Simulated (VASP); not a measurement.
# NaH (Fm-3m) in VASP: further runs, part 2 of 2

VASP 6.6.1. The steps go on from the part before.

## 3. Single point, PBE

This run uses another cell than the first one, of 14.10 Å³/atom, 1.093 times its volume.

Contents of INCAR:

```
ALGO = Normal ; EDIFF = 1E-6
ENCUT = 520 ; GGA = PE
ISIF = 2 ; ISMEAR = -1
LASPH = T ; LCHARG = T
LELF = T ; LREAL = F
LVHAR = T ; LWAVE = F
NBANDS = 11 ; NELM = 60
PREC = Accurate ; SIGMA = 0.02
```

Contents of KPOINTS:

```
k-points
0
Gamma
  10 10 10
```

Contents of POSCAR:

```
NaH
1.0
    0.0000000000      2.4160969530      2.4160969530
    2.4160969530      0.0000000000      2.4160969530
    2.4160969530      2.4160969530      0.0000000000
Na H
1 1
Direct
    0.0000000000      0.0000000000      0.0000000000
    0.5000000000      0.5000000000      0.5000000000
```

Potentials or basis: VASP PAW PBE potentials, release 64 (Na_pv, H).

Command:

```sh
$ cat potpaw_PBE.64/Na_pv/POTCAR potpaw_PBE.64/H/POTCAR > POTCAR
$ mpirun -np 1 vasp_std > vasp.out
```

OUTCAR:

```text
EDIFF = 1E-6
   ENCUT = 520
   GGA = PE
   ISIF = 2
   ISMEAR = -1
   LASPH = T
   LREAL = F
   NELM = 60
   PREC = Accurate

 ion  position               nearest neighbor table
   1  0.000  0.000  0.000-
   2  0.500  0.500  0.500-

  LATTYP: Found a face centered cubic cell.
 ALAT       =     4.8321939060

  Lattice vectors:

 A1 = (   0.0000000000,   2.4160969530,   2.4160969530)
 A2 = (   2.4160969530,   0.0000000000,   2.4160969530)
 A3 = (   2.4160969530,   2.4160969530,   0.0000000000)

Analysis of symmetry for initial positions (statically):
=====================================================================
 Subroutine PRICEL returns:
 Original cell was already a primitive cell.

 Routine SETGRP: Setting up the symmetry group for a
 face centered cubic supercell.

 Subroutine GETGRP returns: Found 48 space group operations
 (whereof 48 operations were pure point group operations)
 out of a pool of 48 trial point group operations.

The static configuration has the point symmetry O_h .

Analysis of symmetry for dynamics (positions and initial velocities):
=====================================================================
 Subroutine PRICEL returns:
 Original cell was already a primitive cell.

 Routine SETGRP: Setting up the symmetry group for a
 face centered cubic supercell.

 Subroutine GETGRP returns: Found 48 space group operations
 (whereof 48 operations were pure point group operations)
 out of a pool of 48 trial point group operations.

The dynamic configuration has the point symmetry O_h .

 Subroutine INISYM returns: Found 48 space group operations
 (whereof 48 operations are pure point group operations),
 and found     1 'primitive' translations

[... 111 lines left out ...]
   IALGO  =     38    algorithm
   IMIX   =      4    mixing-type and parameters
     AMIX     =   0.40;   BMIX     =  1.00
     AMIX_MAG =   1.60;   BMIX_MAG =  1.00
  volume/ion in A,a.u.               =      14.10        95.18
  Fermi-wavevector in a.u.,A,eV,Ry     =   1.075591  2.032572 15.740524  1.156896
  Thomas-Fermi vector in A             =   2.211452
   LORBIT       =      0    0 simple, 1 ext, 2 COOP (PROOUT), +10 PAW based schemes
   GGA     = PE    functional components
   LHFCALC =     F    Hartree Fock is set to
   AEXX    =    0.0000 exact exchange contribution
   IVDW    =     0    specifies the selected vdW correction
   LEPSILON=     F    determine dielectric tensor
   LRPA    =     F    only Hartree local field effects (RPA)
 non-spin polarized calculation
  energy-cutoff  :      520.00
  volume of cell :       28.21
 maximum number of plane-waves:       769
 NGX is ok and might be reduce to    28
   NGX = 13   NGY = 13   NGZ = 13

 number of electron       7.9999999 magnetization

 Free energy of the ion-electron system (eV)
  ---------------------------------------------------
  ext. energy  EPLUGINS =         0.00000000
  ---------------------------------------------------
  free energy    TOTEN  =        -5.08761086 eV

  energy without entropy =       -5.08761086  energy(sigma->0) =       -5.08761086

 E-fermi :  -0.6420     XC(G=0):  -7.7706

 val. band max:       -1.1307705926   @ k =  -0.3000   0.5000   0.2000
 cond. band min:       2.6476236584   @ k =   0.5000   0.0000   0.0000
 fundamental gap:      3.7783942509
 Fermi energy:        -0.6420356262

 k-point     1 :       0.0000    0.0000    0.0000
  band No.  band energies     occupation
      1     -23.2150      2.00000
      2     -23.2150      2.00000
      3     -23.2150      2.00000
      4      -4.7312      2.00000
      5       9.3069      0.00000
      6      14.4907      0.00000
      7      14.4907      0.00000
      8      14.4907      0.00000
      9      15.3491      0.00000
     10      15.3491      0.00000
     11      15.3491      0.00000
[... 309 lines left out ...]
 k-point    24 :       0.4000    0.3000    0.0000
  band No.  band energies     occupation
      1     -23.2837      2.00000
      2     -23.2421      2.00000
      3     -23.2393      2.00000
      4      -2.2557      2.00000
      5       4.7473      0.00000
      6       8.1433      0.00000
      7      10.1123      0.00000
      8      10.9038      0.00000
      9      12.7696      0.00000
     10      19.8639      0.00000
     11      21.3627      0.00000

 [... further k-points ...]
[... 5 lines left out ...]
  --------------------------------------------------------------------------------------
  -------------------------------------------------------------------------------------
  Total       -0.0054946     -0.0054946     -0.0054946     -0.0000000     -0.0000000      0.0000000
  in kB       -0.3120836     -0.3120836     -0.3120836     -0.0000000     -0.0000000      0.0000000
  external PRESSURE =      -0.3120836 kB  Pullay stress =       0.0000000 kB

 VOLUME and BASIS-vectors are now :
 -----------------------------------------------------------------------------
  energy-cutoff  :      520.00
  volume of cell :       28.21
      direct lattice vectors                 reciprocal lattice vectors
     0.000000000  2.416096953  2.416096953    -0.206945338  0.206945338  0.206945338
     2.416096953  0.000000000  2.416096953     0.206945338 -0.206945338  0.206945338
     2.416096953  2.416096953  0.000000000     0.206945338  0.206945338 -0.206945338

 POSITION                                       TOTAL-FORCE (eV/Angst)
 -----------------------------------------------------------------------------------
      0.00000      0.00000      0.00000         0.000000      0.000000     -0.000000
      2.41610      2.41610      2.41610         0.000000      0.000000      0.000000
 -----------------------------------------------------------------------------------
    total drift:                               -0.000000     -0.000000     -0.000000

  FREE ENERGIE OF THE ION-ELECTRON SYSTEM (eV)
  ---------------------------------------------------
  free  energy   TOTEN  =        -5.0876108580 eV

  energy  without entropy=       -5.0876108580  energy(sigma->0) =       -5.08761086
```

stdout:

```text
POSCAR found type information on POSCAR NaH
 POSCAR found :  2 types and       2 ions
 scaLAPACK will be used
 LDA part: xc-table for (Slater+PW92), standard interpolation
 POSCAR, INCAR and KPOINTS ok, starting setup
 FFT: planning ... GRIDC
 FFT: planning ... GRID_SOFT
 FFT: planning ... GRID
 WAVECAR not read
 entering main loop
```

Wall time 22 s (1 thread of Intel Xeon 8259CL, shared host); peak memory 0.15 GiB.

Results:

* Free energy: -5.0876 eV
* Pressure: 0.0 GPa
* Band gap on the k mesh: 3.78 eV, indirect (least direct gap 4.62 eV)

Levels at points of the mesh, in eV from the valence-band top:
```
           k point  band 1  band 2  band 3  band 4  band 5  band 6  band 7  band 8  band 9
(0.00, 0.00, 0.00)  -22.08  -22.08  -22.08   -3.60   10.44   15.62   15.62   15.62   16.48
(0.50, 0.00, 0.00)  -22.18  -22.10  -22.10   -0.84    3.78   10.80   13.40   13.40   16.39
(0.50, 0.50, 0.00)  -22.17  -22.12  -22.12   -0.16    4.66   10.05   10.69   10.69   11.79
```
